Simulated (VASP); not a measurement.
Runs of VASP 6.6.1 on Li. The structure is that of space group Im-3m (No. 229), or close to it. The cells are those of the table. 

| task | level | potentials or basis | cell | gap on the mesh (eV) | pressure (GPa) | relaxed volume (Å³/atom) |
| --- | --- | --- | --- | --- | --- | --- |
| relaxation of cell and atoms | LDA | VASP PAW LDA potentials, release 64 (Li_sv) | relaxed from a = 3.039 Å, angles 109.5°, 1 atom | none | 0.0 | (a) |
| relaxation of cell and atoms | PBE+D3(BJ) | VASP PAW PBE potentials, release 64 (Li_sv) | relaxed from a = 3.039 Å, angles 109.5°, 1 atom | none | 0.1 | 18.26 |
| single point | PBE+D3(BJ) | VASP PAW PBE potentials, release 64 (Li_sv) | a = 2.881 Å, angles 109.5°, 1 atom | none | -0.2 | - |
| single point | PBE+D4 | VASP PAW PBE potentials, release 64 (Li_sv) | a = 2.965 Å, angles 109.5°, 1 atom | none | -0.1 | - |
| single point | LDA | VASP PAW LDA potentials, release 64 (Li_sv) | a = 2.913 Å, angles 109.5°, 1 atom | none | -0.1 | - |

Alike in all rows: no spin polarisation; k mesh 11 × 11 × 11, shifted; cutoff (eV) 750; smearing fermi-dirac 0.1 eV.

Q: Estimate the missing entries.

A: (a) 18.93.

Caveats: the volume moved by over 15 % at a fixed basis, so the end points are rough (at least some runs).

A gap of «none» marks levels without a gap at the run's occupations.
